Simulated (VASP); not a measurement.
Write the native input for VASP 6.6.1 that does the following.

```
Task                   : single point
Functional             : PBEsol
Potentials or basis    : VASP PAW PBE potentials, release 64 (Cd, Te)
Cutoff                 : 520 eV
k mesh                 : 8 × 8 × 8
Occupations            : gaussian, width 0.05 eV
Spin                   : no spin polarisation
Dipole correction      : no
Further INCAR settings : ALGO = Normal; EDIFF = 1e-06; NBANDS = 16
```

The structure of CdTe lies in POSCAR:

```
CdTe
1.0
    0.0000000000      3.1432083970      3.4575292367
    3.1432083970      0.0000000000      3.4575292367
    3.1432083970      3.1432083970      0.0000000000
Cd Te
1 1
Direct
    0.0000000000      0.0000000000      0.0000000000
    0.7500000000      0.7500000000      0.7500000000
```

This cell differs from its parent crystal: ratio of the length along z to the lengths across it x 1.1, volume and fractional coordinates fixed.

These files were run (other wordings do the same):

INCAR

```
SYSTEM = CdTe
PREC = Accurate
ENCUT = 520
EDIFF = 1E-6
ISMEAR = 0
SIGMA = 0.05
LREAL = .FALSE.
LASPH = .TRUE.
NELM = 80
ALGO = Normal
ISIF = 2
LWAVE = .FALSE.
LCHARG = .FALSE.
GGA = PS
NBANDS = 16
```

KPOINTS

```
regular mesh
0
G
  8 8 8
  0 0 0
```

Potentials or basis: VASP PAW PBE potentials, release 64 (Cd, Te).

Launch:

```bash
$ cat potpaw_PBE.64/Cd/POTCAR potpaw_PBE.64/Te/POTCAR > POTCAR
$ mpirun -np 1 vasp_std > vasp.out
```

Results of the run:

```yaml
Pressure: 0.0 GPa
Band_gap_on_the_k_mesh: 0.49 eV, direct
```

Caveat: the PAW data sets were made with another functional, which shifts forces and pressure a little; spin-orbit coupling is left out, which moves the levels of the heavy elements.

Run time: 55 s on 1 thread of Intel(R) Xeon(R) 6975P-C (Granite Rapids) (shared host), peak memory 0.24 GiB.
